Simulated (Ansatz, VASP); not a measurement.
**BaTiO3 in VASP and in Ansatz**

```
CELL_PARAMETERS angstrom
2.84005 -1.63971 -2.33143
0.00000 3.27941 -2.33143
8.87435 5.12361 7.28194
ATOMIC_POSITIONS crystal
Ba 0.99682 0.99682 0.88228
Ba 0.99711 0.99711 0.24213
Ba 0.99696 0.99696 0.56221
Ti 0.48371 0.48371 0.08640
Ti 0.48357 0.48357 0.40648
Ti 0.48343 0.48343 0.72655
O 0.51021 0.01981 0.07792
O 0.51007 0.01966 0.39800
O 0.50993 0.01952 0.71807
O 0.01981 0.51021 0.07792
O 0.01966 0.51007 0.39800
O 0.01952 0.50993 0.71807
O 0.51014 0.51014 0.23489
O 0.51000 0.51000 0.55497
O 0.50986 0.50986 0.87504
```

Alike in both runs: task single point; functional r2SCAN; k mesh 6 × 6 × 2; occupations gaussian, width 0.05 eV; no spin polarisation.

```csv
,VASP,Ansatz
version,VASP 6.6.1,Ansatz 0.2.0
potentials or method,"VASP PAW PBE potentials, release 64 (Ba_sv, Ti_sv, O), cutoff 520 eV","scalar-relativistic, plane waves, PAW"
valence electrons in the cell,120,120
```

```tsv
	VASP	Ansatz	Ansatz less VASP
gap on the k mesh at the Fermi level (eV)	2.52	2.50	-0.011
least direct gap on the mesh (eV)	3.27	3.25	-0.023
pressure (GPa)	-1.3	-3.0	-1.74
traceless stress, the component that is largest in VASP (GPa)	-0.83	-0.78	+0.058
rms of the force components (eV/Å)	0.253	0.251	-0.0021
```

VASP's potentials were made for PBE, not for r2SCAN. Atom by atom the forces differ by 0.070 eV/Å (rms over components).

Neither program's run includes spin-orbit coupling.
